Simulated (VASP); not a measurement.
**GaSb: single point with PBE**

The system is GaSb.

```
Ga Sb
1.0
     0.00000    2.97515    2.97515
     2.97515    0.00000    2.97515
     2.97515    2.97515    0.00000
Ga Sb
1 1
Cartesian
  0.0000 0.0000 0.0000
  1.4876 1.4876 1.4876
```

```
Program             : VASP 6.6.1
Task                : single point
Functional          : PBE
Potentials or basis : VASP PAW PBE potentials, release 64 (Ga_d, Sb)
Cutoff              : 500 eV
k mesh              : 6 × 6 × 6
Occupations         : gaussian, width 0.01 eV
Spin                : no spin polarisation
```

```
Pressure               : 8.0 GPa
Band gap on the k mesh : 0.58 eV, indirect (least direct gap 0.65 eV)
```

Levels at points of the mesh, in eV from the valence-band top:
```csv
k point,band 7,band 8,band 9,band 10,band 11,band 12
"(0.00, 0.00, 0.00)",0.00,0.00,0.00,0.65,2.74,2.74
"(0.50, 0.00, 0.00)",-6.81,-1.30,-1.30,0.58,3.73,3.73
"(0.50, 0.50, 0.00)",-7.22,-2.88,-2.88,0.79,1.08,9.23
```

It took 5.5 s on 1 thread of Intel(R) Xeon(R) 6975P-C (Granite Rapids), on a shared host, peak memory 0.17 GiB.

Caveat: spin-orbit coupling is left out, which moves the levels of the heavy elements. PBE gaps usually lie below the measured ones, often by a third to a half.
